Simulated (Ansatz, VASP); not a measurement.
## One calculation of SiO2, two programs

INCAR

```
SYSTEM = SiO2
ALGO = Normal ; EDIFF = 1E-6
ENCUT = 520 ; GGA = PS
ISIF = 2 ; ISMEAR = 0
LASPH = .TRUE. ; LCHARG = .FALSE.
LREAL = Auto ; LWAVE = .FALSE.
NBANDS = 63 ; NELM = 100
PREC = Accurate ; SIGMA = 0.05
```

KPOINTS

```
k-points
0
G
  4 4 4
  0 0 0
```

POSCAR

```
SiO2
1.0
    4.0478023636     -8.1284566593      0.0000000000
    4.0478023636      8.1284566593      0.0000000000
    0.0000000000      0.0000000000      5.2514179063
Si O
6 12
Direct
    0.0102808395      0.4026121463      0.2500000000
    0.4026121463      0.0102808395      0.7500000000
    0.5973878537      0.9897191605      0.2500000000
    0.9897191605      0.5973878537      0.7500000000
    0.4430221731      0.5569778269      0.2500000000
    0.5569778269      0.4430221731      0.7500000000
    0.0000000000      0.5000000000      0.5000000000
    0.5000000000      0.0000000000      0.5000000000
    0.5000000000      0.0000000000      0.0000000000
    0.0000000000      0.5000000000      0.0000000000
    0.2099831976      0.4362740928      0.2500000000
    0.4362740928      0.2099831976      0.7500000000
    0.5637259072      0.7900168024      0.2500000000
    0.7900168024      0.5637259072      0.7500000000
    0.8307346196      0.1692653804      0.2500000000
    0.1692653804      0.8307346196      0.7500000000
    0.5000000000      0.5000000000      0.0000000000
    0.5000000000      0.5000000000      0.5000000000
```

Input for Ansatz:

```yaml
crystal:
  lattice:
    - [4.0478023636, -8.1284566593, 0.0]
    - [4.0478023636, 8.1284566593, 0.0]
    - [0.0, 0.0, 5.2514179063]
  atoms:
    - { symbol: Si, position: [0.0102808395, 0.4026121463, 0.25] }
    - { symbol: Si, position: [0.4026121463, 0.0102808395, 0.75] }
    - { symbol: Si, position: [0.5973878537, 0.9897191605, 0.25] }
    - { symbol: Si, position: [0.9897191605, 0.5973878537, 0.75] }
    - { symbol: Si, position: [0.4430221731, 0.5569778269, 0.25] }
    - { symbol: Si, position: [0.5569778269, 0.4430221731, 0.75] }
    - { symbol: O, position: [0.0, 0.5, 0.5] }
    - { symbol: O, position: [0.5, 0.0, 0.5] }
    - { symbol: O, position: [0.5, 0.0, 0.0] }
    - { symbol: O, position: [0.0, 0.5, 0.0] }
    - { symbol: O, position: [0.2099831976, 0.4362740928, 0.25] }
    - { symbol: O, position: [0.4362740928, 0.2099831976, 0.75] }
    - { symbol: O, position: [0.5637259072, 0.7900168024, 0.25] }
    - { symbol: O, position: [0.7900168024, 0.5637259072, 0.75] }
    - { symbol: O, position: [0.8307346196, 0.1692653804, 0.25] }
    - { symbol: O, position: [0.1692653804, 0.8307346196, 0.75] }
    - { symbol: O, position: [0.5, 0.5, 0.0] }
    - { symbol: O, position: [0.5, 0.5, 0.5] }
basis:
  ecutwfc: 420
kpoints:
  mp_grid: { grid: [4, 4, 4] }
hamiltonian:
  xc: pbesol
scf:
  occupations: { method: gaussian, width: 0.05 }
output:
  forces: true
  stress: true
  eigenvalues: true
  write_density: true
  write_potential: true
  elf: true
  volumetric_format: npy
```

Change from the starting cell: strain +0.0750 x Voigt [1, 0, 0, 0, 0, 0], atoms carried along.

Alike in both runs: task single point; functional PBEsol; k mesh 4 × 4 × 4; occupations gaussian, width 0.05 eV; no spin polarisation.

```csv
,VASP,Ansatz
version,VASP 6.6.1,Ansatz 0.2.0
potentials or method,"VASP PAW PBE potentials, release 64 (Si, O), cutoff 520 eV","scalar-relativistic, plane waves, PAW"
valence electrons in the cell,96,96
```

```tsv
	VASP	Ansatz	Ansatz less VASP
gap on the k mesh at the Fermi level (eV)	4.88	4.88	-0.004
least direct gap on the mesh (eV)	4.88	4.88	-0.004
pressure (GPa)	-7.9	-8.2	-0.26
traceless stress, the component that is largest in VASP (GPa)	-9.96	-9.86	+0.101
rms of the force components (eV/Å)	0.739	0.725	-0.0142
```

VASP's potentials were made for PBE, not for PBEsol. Atom by atom the forces differ by 0.016 eV/Å (rms over components). Ansatz's warnings: xc potential rough in thin density.
